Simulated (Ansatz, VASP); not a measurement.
**CuF: VASP beside Ansatz**

Contents of POSCAR:

```
CuF
1.0
    2.7625361970      0.0000000000      0.0000000000
   -1.3812680985      2.3924265254      0.0000000000
    0.0000000000      0.0000000000      6.4019833364
Cu F
2 2
Direct
    0.0000000000      0.0000000000      0.0000000000
    0.0000000000      0.0000000000      0.5000000000
    0.3333333333      0.6666666667      0.2500000000
    0.6666666667      0.3333333333      0.7500000000
```

INCAR.step1

```
SYSTEM = CuF
PREC = Accurate
ENCUT = 520
EDIFF = 1E-5
ISMEAR = -1
SIGMA = 0.02
LREAL = .FALSE.
LASPH = .TRUE.
NELM = 100
ALGO = Normal
ISIF = 2
LWAVE = .TRUE.
LCHARG = .FALSE.
NBANDS = 26
GGA = PE
```

The input INCAR.step2:

```
SYSTEM = CuF
PREC = Accurate
ENCUT = 520
EDIFF = 1E-6
ISMEAR = -1
SIGMA = 0.02
LREAL = .FALSE.
LASPH = .TRUE.
NELM = 100
ALGO = Normal
ISIF = 2
LWAVE = .FALSE.
LCHARG = .FALSE.
GGA = PE
LHFCALC = .TRUE.
AEXX = 0.15
HFSCREEN = 0.3
PRECFOCK = Normal
NBANDS = 26
ISTART = 1
```

KPOINTS

```
regular mesh
0
G
  6 6 2
  0 0 0
```

Input for Ansatz:

```yaml
crystal:
  lattice:
    - [2.762536197, 0.0, 0.0]
    - [-1.3812680985, 2.3924265254, 0.0]
    - [0.0, 0.0, 6.4019833364]
  atoms:
    - { symbol: Cu, position: [0.0, 0.0, 0.0] }
    - { symbol: Cu, position: [0.0, 0.0, 0.5] }
    - { symbol: F, position: [0.3333333333, 0.6666666667, 0.25] }
    - { symbol: F, position: [0.6666666667, 0.3333333333, 0.75] }
kpoints:
  mp_grid: { grid: [6, 6, 2] }
hamiltonian:
  xc: { exchange: pbe, correlation: pbe, exx: { coeff: 0.15, omega: 0.3 } }
scf:
  occupations: { method: fermi_dirac, width: 0.02 }
  n_extra_bands: 5
output:
  forces: true
  stress: true
  eigenvalues: true
```

Alike in both runs: task single point; functional PBE-based screened hybrid with a share of 0.15 of exact exchange and HFSCREEN = 0.3; k mesh 6 × 6 × 2; occupations fermi-dirac, width 0.02 eV; no spin polarisation.

|  | VASP | Ansatz |
| --- | --- | --- |
| version | VASP 6.6.1 | Ansatz 0.2.0 |
| potentials or method | VASP PAW PBE potentials, release 64 (Cu, F) | plane waves |
| plane-wave cutoff (eV) | 520 | 420 |
| valence electrons in the cell | 36 | 52 |

|  | VASP | Ansatz | Ansatz less VASP |
| --- | --- | --- | --- |
| pressure (GPa) | 4.2 | 4.4 | +0.13 |
| traceless stress, the component that is largest in VASP (GPa) | -1.23 | -1.60 | -0.377 |

VASP's potentials were made for PBE, not for PBE-based screened hybrid. VASP's potentials hold 36 valence electrons a cell and Ansatz's 52, so a difference there can come from the potentials and not from the codes. Ansatz's warnings: filled band counts differ across k points, stress exchange threshold loose, stress scf threshold loose.

The k mesh is coarse, so the values compare programs but aren't converged.
